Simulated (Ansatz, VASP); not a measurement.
**KF: VASP beside Ansatz**

File INCAR:

```
ALGO = Normal
EDIFF = 1E-7
ENCUT = 520
GGA = PS
ISIF = 2
ISMEAR = 0
LASPH = True
LCHARG = False
LREAL = False
LWAVE = False
NBANDS = 15
NELM = 80
PREC = Accurate
SIGMA = 0.01
```

Contents of KPOINTS:

```
k-points
0
Gamma
  8 8 8
```

Contents of POSCAR:

```
KF
1.0
    2.6276455660      2.6276455660      0.0000000000
   -2.6276455660      2.6276455660      0.0000000000
    0.0000000000      2.6276455660      2.6644600713
K F
1 1
Direct
    0.0000000000      0.0000000000      0.0000000000
    0.5000000000      0.5000000000      0.0000000000
```

Input for Ansatz:

```yaml
crystal:
  lattice:
    - [2.62764556603, 2.62764556603, 0.0]
    - [-2.62764556603, 2.62764556603, 0.0]
    - [0.0, 2.62764556603, 2.6644600713]
  atoms:
    - { symbol: K, position: [0.0, 0.0, 0.0] }
    - { symbol: F, position: [0.5, 0.5, 0.0] }
kpoints:
  mp_grid: { grid: [8, 8, 8] }
scf:
  occupations: { method: fixed }
  convergence: { dr2_threshold: 1.0e-10 }
hamiltonian:
  xc: pbesol
  pseudopotentials: { kind: all_electron, lapw: { basis_error: 0.0005 } }
output:
  forces: true
  stress: true
  eigenstates:
    kpoints:
      - [0.0, 0.0, 0.0]
      - [-0.5, 0.5, 0.0]
      - [-0.5, -0.5, -0.5]
      - [0.0, 0.0, -0.5]
      - [0.0, -0.5, -0.5]
      - [0.0, 0.5, 0.0]
      - [-0.5, 0.0, 0.0]
      - [-0.5, 0.0, -0.5]
  eigenvalues: true
```

Change from the starting cell: film at in-plane strain -0.01.

Alike in both runs: task single point; functional PBEsol; k mesh 8 × 8 × 8; no spin polarisation.

```csv
,VASP,Ansatz
version,VASP 6.6.1,Ansatz 0.2.0
potentials or method,"VASP PAW PBE potentials, release 64 (K_sv, F), cutoff 520 eV","all-electron LAPW, scalar-relativistic"
occupations,"gaussian, width 0.01 eV",fixed
```

|  | VASP | Ansatz | Ansatz less VASP |
| --- | --- | --- | --- |
| gap on the k mesh at the Fermi level (eV) | 6.20 | 6.22 | +0.012 |
| pressure (GPa) | 0.6 | 0.5 | -0.07 |
| traceless stress, the component that is largest in VASP (GPa) | -0.57 | -0.54 | +0.025 |

VASP's potentials were made for PBE, not for PBEsol. Ansatz ran all-electron here, and VASP with PAW potentials.
